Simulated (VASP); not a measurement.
A run of VASP 6.6.1:

File INCAR:

```
SYSTEM = GaN
PREC = Accurate
ENCUT = 600
EDIFF = 1E-6
ISMEAR = 0
SIGMA = 0.01
LREAL = .FALSE.
LASPH = .TRUE.
NELM = 100
ALGO = Normal
ISIF = 3
LWAVE = .FALSE.
LCHARG = .FALSE.
GGA = PE
IBRION = 2
NSW = 80
EDIFFG = -0.001
PSTRESS = 250.0
```

Contents of KPOINTS:

```
regular mesh
0
G
  10 10 10
  0 0 0
```

Contents of POSCAR:

```
GaN
1.0
    0.0000000000      2.2742384940      2.2742384940
    2.2742384940      0.0000000000      2.2742384940
    2.2742384940      2.2742384940      0.0000000000
Ga N
1 1
Direct
    0.0000000000      0.0000000000      0.0000000000
    0.7500000000      0.7500000000      0.7500000000
```

Potentials or basis: VASP PAW PBE potentials, release 64 (Ga_d, N).

Launch:

```bash
$ cat potpaw_PBE.64/Ga_d/POTCAR potpaw_PBE.64/N/POTCAR > POTCAR
$ mpirun -np 1 vasp_std > vasp.out
```

Hardware: 1 thread of Intel(R) Xeon(R) 6975P-C (Granite Rapids), on a shared host.

Question: Estimate the wall time of this run.

Answer: It took 61 s on 1 thread of Intel(R) Xeon(R) 6975P-C (Granite Rapids), with other jobs on the host, peak memory 0.17 GiB. Counts: scf iterations 59, k points 47, ion steps 10.
